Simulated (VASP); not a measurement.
Runs of VASP 6.6.1 on Cu. The structure is that of space group Im-3m (No. 229), or close to it. The cells are those of the table. This isn't the form of Cu at room conditions, which is fcc.

| task | cell | gap on the mesh (eV) | pressure (GPa) |
| --- | --- | --- | --- |
| relaxation of cell and atoms | relaxed from a = 2.485 Å, angles 109.5°, 1 atom | none | -0.1 |
| single point | a = 2.382 Å, angles 109.5°, 1 atom | none | (a) |
| single point | a = 2.461 Å, angles 109.5°, 1 atom | none | 0.6 |
| relaxation of cell and atoms | relaxed to 5 GPa from a = 2.485 Å, angles 109.5°, 1 atom | none | 5.2 |
| single point | a = 2.437 Å, angles 109.5°, 1 atom | none | 5.6 |
| relaxation of cell and atoms | relaxed to 20 GPa from a = 2.485 Å, angles 109.5°, 1 atom | none | 19.9 |
| single point | a = 2.417 Å, angles 109.5°, 1 atom | none | 10.6 |
| relaxation of cell and atoms | relaxed to 10 GPa from a = 2.485 Å, angles 109.5°, 1 atom | none | 9.8 |

Alike in all rows: level r2SCAN; potentials or basis VASP PAW PBE potentials, release 64 (Cu); no spin polarisation; k mesh 10 × 10 × 10; cutoff (eV) 660; smearing fermi-dirac 0.05 eV.

Estimate the missing entries.

(a) 20.5.

Caveats: the PAW data sets were made with another functional, which shifts forces and pressure a little; the cell stands under pressure (at least some runs); the cell is relaxed towards a set pressure, so the run minimises the enthalpy, not the energy (at least some runs).

A gap of «none» marks levels without a gap at the run's occupations.
